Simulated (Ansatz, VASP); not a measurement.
## Ag in VASP and in Ansatz

Contents of INCAR:

```
SYSTEM = Ag
PREC = Accurate ; ENCUT = 500
EDIFF = 1E-6 ; ISMEAR = -1
SIGMA = 0.1 ; LREAL = .FALSE.
LASPH = .TRUE. ; NELM = 120
ALGO = Normal ; ISIF = 2
LWAVE = .FALSE. ; LCHARG = .TRUE.
GGA = PE ; LELF = .TRUE.
LVHAR = .TRUE. ; NBANDS = 12
GGA_COMPAT = .FALSE.
```

Contents of KPOINTS:

```
regular mesh
0
G
  15 15 15
  0 0 0
```

The input POSCAR:

```
Ag
1.0
   -1.6945888715      1.6945888715      1.6945888715
    1.6945888715     -1.6945888715      1.6945888715
    1.6945888715      1.6945888715     -1.6945888715
Ag
1
Direct
    0.0000000000      0.0000000000      0.0000000000
```

Input for Ansatz:

```yaml
crystal:
  lattice:
    - [-1.6945888715, 1.6945888715, 1.6945888715]
    - [1.6945888715, -1.6945888715, 1.6945888715]
    - [1.6945888715, 1.6945888715, -1.6945888715]
  atoms:
    - { symbol: Ag, position: [0.0, 0.0, 0.0] }
hamiltonian:
  xc: pbe
  pseudopotentials:
    kind: paw
    azcp:
      Ag: "pseudopotentials/Ag.paw.azcp"
basis:
  ecutwfc: 420
  fft_grid_basis: typed
kpoints:
  mp_grid: { grid: [15, 15, 15], shift: [0, 0, 0] }
magnetization:
  spin_polarized: false
scf:
  occupations: { method: fermi_dirac, width: 0.1 }
  lower_state_search: "off"
output:
  stress: true
```

Alike in both runs: task single point; functional PBE; k mesh 15 × 15 × 15; occupations fermi-dirac, width 0.1 eV; no spin polarisation.

|  | VASP | Ansatz |
| --- | --- | --- |
| version | VASP 6.6.1 | Ansatz 0.2.0 |
| potentials or method | VASP PAW PBE potentials, release 64 (Ag), cutoff 500 eV | plane waves (420 eV) with PAW, scalar-relativistic |
| valence electrons in the cell | 11 | 19 |

```csv
,VASP,Ansatz,Ansatz less VASP
pressure (GPa),-5.7,-5.7,+0.01
```

VASP's potentials hold 11 valence electrons a cell and Ansatz's 19, so a difference there can come from the potentials and not from the codes.
